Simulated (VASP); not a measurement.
# Cs7BiPb7Br24 (a cell with a defect) in VASP: further runs, part 2 of 2

VASP 6.6.1.

### Step 3. Single point, r2SCAN

POSCAR reads:

```
Cs7BiPb7Br24
1.0
   11.7633300000      0.0000000000      0.0000000000
    0.0000000000     11.7633300000      0.0000000000
    0.0000000000      0.0000000000     11.7633300000
Cs Bi Pb Br
7 1 7 24
Direct
    0.9950930000      0.9791570000      0.5098200000
    0.9884610000      0.5164120000      0.0117670000
    0.9815310000      0.5028970000      0.5030000000
    0.5385580000      0.0028320000      0.9707790000
    0.5156230000      0.9946030000      0.4960870000
    0.4947050000      0.5067070000      0.0024140000
    0.4830060000      0.5152030000      0.5018590000
    0.2508400000      0.2522830000      0.2520360000
    0.2497170000      0.2511010000      0.7510650000
    0.2480370000      0.7537240000      0.2495360000
    0.2497310000      0.7508140000      0.7511660000
    0.7492550000      0.2487400000      0.2492520000
    0.7544030000      0.2523590000      0.7491470000
    0.7472610000      0.7501020000      0.2493090000
    0.7514310000      0.7473970000      0.7506520000
    0.2912850000      0.2390600000      0.0129560000
    0.2302860000      0.2854100000      0.4949000000
    0.2793610000      0.7470240000      0.0019800000
    0.2342540000      0.7241000000      0.4995760000
    0.7182650000      0.2771090000      0.0009340000
    0.7825790000      0.2261250000      0.4982520000
    0.7270060000      0.7185410000      0.0005800000
    0.7624170000      0.7688920000      0.4999640000
    0.0108160000      0.2593990000      0.2356480000
    0.0037720000      0.3096940000      0.7621220000
    0.9990070000      0.7337010000      0.2524150000
    0.0004280000      0.7000480000      0.7522710000
    0.4945550000      0.2618500000      0.2857580000
    0.5023260000      0.2105070000      0.7294630000
    0.4966780000      0.7367860000      0.2771200000
    0.5003710000      0.7868330000      0.7338260000
    0.2542460000      0.0118400000      0.2865200000
    0.2277520000      0.0030360000      0.7103040000
    0.2504720000      0.4954870000      0.2297140000
    0.3013540000      0.4993740000      0.7587800000
    0.7136170000      0.0012810000      0.2394080000
    0.7768650000      0.9994640000      0.7579700000
    0.7506600000      0.4981840000      0.2751740000
    0.7067260000      0.4989470000      0.7203810000
```

INCAR.step1 reads:

```
PREC = Accurate
ENCUT = 440
ISMEAR = -1
SIGMA = 0.05
LREAL = Auto
LASPH = True
NELM = 120
NBANDS = 197
ISYM = -1
GGA = PE
ALGO = Normal
EDIFF = 1E-5
LWAVE = True
LCHARG = False
GGA_COMPAT = False
```

INCAR.step2 reads:

```
PREC = Accurate
ENCUT = 440
EDIFF = 1E-6
ISMEAR = -1
SIGMA = 0.05
LREAL = Auto
LASPH = True
NELM = 120
ALGO = Normal
ISIF = 2
LWAVE = False
LCHARG = True
METAGGA = R2SCAN
LMIXTAU = True
LELF = True
LVHAR = True
NBANDS = 197
ISYM = -1
ISTART = 1
GGA_COMPAT = False
```

KPOINTS reads:

```
explicit points
1
Reciprocal
  0.25000000   0.25000000   0.25000000 1
```

Potentials or basis: VASP PAW PBE potentials, release 64 (Cs_sv, Bi_d, Pb_d, Br).

On the command line:

```
$ cat potpaw_PBE.64/Cs_sv/POTCAR potpaw_PBE.64/Bi_d/POTCAR potpaw_PBE.64/Pb_d/POTCAR potpaw_PBE.64/Br/POTCAR > POTCAR
$ cp INCAR.step1 INCAR
$ mpirun -np 1 vasp_std > vasp.out
$ cp INCAR.step2 INCAR
$ mpirun -np 1 vasp_std > vasp.out
```

OUTCAR:

```text
PREC = Accurate
   ENCUT = 440
   EDIFF = 1E-6
   ISMEAR = -1
   LREAL = Auto
   LASPH = True
   NELM = 120
   ISIF = 2
   METAGGA = R2SCAN
   ISYM = -1
   ISTART = 1

 ion  position               nearest neighbor table
   1  0.995  0.979  0.510-
   2  0.988  0.516  0.012-
   3  0.982  0.503  0.503-
   4  0.539  0.003  0.971-
   5  0.516  0.995  0.496-
   6  0.495  0.507  0.002-
   7  0.483  0.515  0.502-
   8  0.251  0.252  0.252-  24 2.83  16 2.86  32 2.86  34 2.87  17 2.89  28 2.90
   9  0.250  0.251  0.751-  33 2.97  25 2.98  35 2.98  29 3.02  17 3.05  16 3.12
  10  0.248  0.754  0.250-  18 2.94  26 2.94  30 2.95  19 2.97  34 3.05  32 3.07
  11  0.250  0.751  0.751-  18 2.97  19 2.98  31 2.99  27 2.99  33 3.02  35 3.02
  12  0.749  0.249  0.249-  36 2.94  38 2.95  20 2.96  21 2.97  28 3.03  24 3.08
  13  0.754  0.252  0.749-  39 2.97  21 2.99  37 2.99  20 3.01  25 3.01  29 3.01
  14  0.747  0.750  0.249-  22 2.96  23 2.96  26 2.97  30 2.97  38 2.98  36 2.98
  15  0.751  0.747  0.751-  23 2.96  22 2.97  37 2.98  27 2.98  39 2.99  31 3.00
  16  0.291  0.239  0.013-   8 2.86   9 3.12
  17  0.230  0.285  0.495-   8 2.89   9 3.05
  18  0.279  0.747  0.002-  10 2.94  11 2.97
  19  0.234  0.724  0.500-  10 2.97  11 2.98
  20  0.718  0.277  0.001-  12 2.96  13 3.01
  21  0.783  0.226  0.498-  12 2.97  13 2.99
[... 16 lines left out ...]
  38  0.751  0.498  0.275-  12 2.95  14 2.98
  39  0.707  0.499  0.720-  13 2.97  15 2.99

IMPORTANT INFORMATION: All symmetrisations will be switched off!
NOSYMM: (Re-)initialisation of all symmetry stuff for point group C_1.

----------------------------------------------------------------------------------------

                                     Primitive cell

  volume of cell :    1627.7618

  direct lattice vectors                    reciprocal lattice vectors
    11.763330000  0.000000000  0.000000000     0.085009942  0.000000000  0.000000000
     0.000000000 11.763330000  0.000000000     0.000000000  0.085009942  0.000000000
     0.000000000  0.000000000 11.763330000     0.000000000  0.000000000  0.085009942

  length of vectors
    11.763330000 11.763330000 11.763330000     0.085009942  0.085009942  0.085009942

  position of ions in fractional coordinates (direct lattice)
     0.995093000  0.979157000  0.509820000
     0.988461000  0.516412000  0.011767000
     0.981531000  0.502897000  0.503000000
     0.538558000  0.002832000  0.970779000
     0.515623000  0.994603000  0.496087000
     0.494705000  0.506707000  0.002414000
[... 31 lines left out ...]
     0.750660000  0.498184000  0.275174000
     0.706726000  0.498947000  0.720381000

  ion indices of the primitive-cell ions
   primitive index   ion index
                 1           1
                 2           2
                 3           3
                 4           4
                 5           5
                 6           6
[... 31 lines left out ...]
                38          38
                39          39

----------------------------------------------------------------------------------------

 KPOINTS: explicit points

Read explicit list of k-points.

 Found      1 k-points:

 Following reciprocal coordinates:
            Coordinates               Weight
  0.250000  0.250000  0.250000      1.000000
   k-points           NKPTS =      1   k-points in BZ     NKDIM =      1   number of bands    NBANDS=    197
   number of dos      NEDOS =    301   number of ions     NIONS =     39
   total plane-waves  NPLWV = 512000
   dimension x,y,z NGX =    80 NGY =   80 NGZ =   80
   dimension x,y,z NGXF=   160 NGYF=  160 NGZF=  160
   ions per type =               7   1   7  24
   NGX,Y,Z   is equivalent  to a cutoff of  11.31, 11.31, 11.31 a.u.
   NGXF,Y,Z  is equivalent  to a cutoff of  22.61, 22.61, 22.61 a.u.
 SYSTEM =  unknown system
   PREC   = accura    normal or accurate (medium, high low for compatibility)
   ISTART =      1    job   : 0-new  1-cont  2-samecut
   ICHARG =      0    charge: 1-file 2-atom 10-const
   ISPIN  =      1    spin polarized calculation?
   LNONCOLLINEAR =      F non collinear calculations
   LSORBIT =      F    spin-orbit coupling
   LASPH  =      T    aspherical Exc in radial PAW
   ENCUT  =  440.0 eV  32.34 Ry    5.69 a.u.  20.12 20.12 20.12*2*pi/ulx,y,z
   NELM   =    120;   NELMIN=  2; NELMDL=  0     # of ELM steps
   EDIFF  = 0.1E-05   stopping-criterion for ELM
   LREAL  =      T    real-space projection
   EDIFFG = 0.1E-04   stopping-criterion for IOM
   NSW    =      0    number of steps for IOM
   IBRION =     -1    ionic relax: 0-MD 1-quasi-New 2-CG
   NFREE  =      0    steps in history (QN), initial steepest desc. (CG)
   ISIF   =      2    stress and relaxation
   ISYM   =     -1    0-nonsym 1-usesym 2-fastsym
   POTIM  = 0.5000    time-step for ionic-motion
   TEBEG  =    0.0;   TEEND  =   0.0 temperature during run
   PSTRESS=    0.0 pullay stress
   NELECT =     344.0000    total number of electrons
   NUPDOWN=      -1.0000    fix difference up-down
   EMIN   =  10.00;   EMAX   =-10.00  energy-range for DOS
   EFERMI =   0.00;   METHOD = LEGACY
   ISMEAR =    -1;   SIGMA  =   0.05  broadening in eV -4-tet -1-fermi 0-gaus
   EFERMI_NEDOS =   21; number of points for ismear=-14 and -15
   IALGO  =     38    algorithm
   IMIX   =      4    mixing-type and parameters
     AMIX     =   0.40;   BMIX     =  1.00
     AMIX_MAG =   1.60;   BMIX_MAG =  1.00
  volume/ion in A,a.u.               =      41.74       281.66
  Fermi-wavevector in a.u.,A,eV,Ry     =   0.975133  1.842735 12.937578  0.950885
  Thomas-Fermi vector in A             =   2.105649
   LORBIT       =      0    0 simple, 1 ext, 2 COOP (PROOUT), +10 PAW based schemes
   METAGGA = R2SCAN    functional components
   LHFCALC =     F    Hartree Fock is set to
   AEXX    =    0.0000 exact exchange contribution
   IVDW    =     0    specifies the selected vdW correction
   LEPSILON=     F    determine dielectric tensor
   LRPA    =     F    only Hartree local field effects (RPA)
 non-spin polarized calculation
  energy-cutoff  :      440.00
  volume of cell :     1627.76
 maximum number of plane-waves:     34145
 NGX is ok and might be reduce to    80
   NGX = 41   NGY = 41   NGZ = 41

 number of electron     343.9999994 magnetization

 Free energy of the ion-electron system (eV)
  ---------------------------------------------------
  ext. energy  EPLUGINS =         0.00000000
  ---------------------------------------------------
  free energy    TOTEN  =     -1001.16974265 eV

  energy without entropy =    -1001.16974265  energy(sigma->0) =    -1001.16974265

 E-fermi :   0.9235     XC(G=0):  -7.8200

 val. band max:       -0.3041451771   @ k =   0.2500   0.2500   0.2500
 cond. band min:       2.5545865336   @ k =   0.2500   0.2500   0.2500
 fundamental gap:      2.8587317107
 Fermi energy:         0.9234576671

 k-point     1 :       0.2500    0.2500    0.2500
  band No.  band energies     occupation
      1     -23.9714      2.00000
      2     -23.9669      2.00000
      3     -23.9342      2.00000
      4     -23.9333      2.00000
      5     -23.9313      2.00000
      6     -21.1881      2.00000
[... 176 lines left out ...]
    183       3.8925      0.00000
    184       3.9173      0.00000
 [bands above 184 left out]

------------------------ aborting loop because EDIFF is reached ----------------------------------------

  FORCE on cell =-STRESS in cart. coord.  units (eV):
  Direction    XX          YY          ZZ          XY          YZ          ZX
  --------------------------------------------------------------------------------------
  -------------------------------------------------------------------------------------
  Total        0.1377812      0.1047333      1.4859013      0.0461879     -0.1293589      0.2518484
  in kB        0.1356156      0.1030871      1.4625466      0.0454619     -0.1273257      0.2478900
  external PRESSURE =       0.5670831 kB  Pullay stress =       0.0000000 kB

 VOLUME and BASIS-vectors are now :
 -----------------------------------------------------------------------------
  energy-cutoff  :      440.00
  volume of cell :     1627.76
      direct lattice vectors                 reciprocal lattice vectors
    11.763330000  0.000000000  0.000000000     0.085009942  0.000000000  0.000000000
     0.000000000 11.763330000  0.000000000     0.000000000  0.085009942  0.000000000
     0.000000000  0.000000000 11.763330000     0.000000000  0.000000000  0.085009942

 POSITION                                       TOTAL-FORCE (eV/Angst)
 -----------------------------------------------------------------------------------
     11.70561     11.51815      5.99718         0.000104      0.023758     -0.046430
     11.62759      6.07472      0.13842        -0.005066     -0.037895      0.000010
     11.54607      5.91574      5.91695        -0.002158      0.001132     -0.016890
      6.33524      0.03331     11.41959        -0.072881     -0.032846      0.037729
      6.06544     11.69984      5.83564        -0.008530      0.013102      0.012849
      5.81938      5.96056      0.02840         0.034099     -0.021465      0.032383
[... 31 lines left out ...]
      8.83026      5.86030      3.23696        -0.022791      0.023909      0.004646
      8.31345      5.86928      8.47408        -0.004378      0.017260     -0.002002
 -----------------------------------------------------------------------------------
    total drift:                               -0.001089      0.002317     -0.009583

  FREE ENERGIE OF THE ION-ELECTRON SYSTEM (eV)
  ---------------------------------------------------
  free  energy   TOTEN  =     -1001.1697426460 eV

  energy  without entropy=    -1001.1697426459  energy(sigma->0) =    -1001.16974265
```

Wall time 15 min (1 thread of Intel Xeon Platinum 8488C (Sapphire Rapids), shared host); peak memory 1.2 GiB.

What came out:

| Property | Result |
| --- | --- |
| Free energy | -1001.1697 eV |
| Pressure | 0.1 GPa |
| Largest force | 0.088 eV/Å |
| Band gap on the k mesh | 2.86 eV |

Forces on the atoms (eV/Å):
```
Cs   0.000  0.024 -0.046
Cs  -0.005 -0.038  0.000
Cs  -0.002  0.001 -0.017
Cs  -0.073 -0.033  0.038
Cs  -0.009  0.013  0.013
Cs   0.034 -0.021  0.032
Cs   0.034 -0.040 -0.015
Bi   0.017 -0.018  0.009
Pb   0.017 -0.032  0.010
Pb   0.001  0.044  0.000
Pb  -0.006  0.028 -0.002
Pb   0.016 -0.010  0.004
Pb   0.007 -0.029 -0.003
Pb  -0.003  0.021  0.006
Pb   0.015  0.030  0.003
Br   0.003 -0.038 -0.023
Br  -0.012  0.001  0.018
Br   0.009  0.051 -0.012
Br  -0.014 -0.014  0.012
Br  -0.002  0.027 -0.010
Br   0.009 -0.016  0.010
Br  -0.011 -0.004 -0.011
Br  -0.010 -0.015  0.002
Br  -0.014 -0.008 -0.043
Br   0.015  0.010  0.040
Br  -0.004  0.020 -0.018
Br   0.002  0.001  0.016
Br   0.003  0.013  0.027
Br  -0.034  0.037 -0.033
Br   0.007  0.011 -0.013
Br  -0.004 -0.016 -0.025
Br   0.005 -0.008  0.022
Br   0.007 -0.014  0.019
Br  -0.004  0.014 -0.018
Br  -0.031  0.013  0.022
Br   0.022 -0.030 -0.029
Br   0.046 -0.013  0.014
Br  -0.023  0.024  0.005
Br  -0.004  0.017 -0.002
```

Levels at points of the mesh, in eV from the valence-band top:
```tsv
k point	band 170	band 171	band 172	band 173	band 174	band 175
(0.25, 0.25, 0.25)	-0.36	-0.33	0.00	2.86	2.89	2.93
```

Caveat: the PAW data sets were made with another functional, which shifts forces and pressure a little; spin-orbit coupling is left out, which moves the levels of the heavy elements.
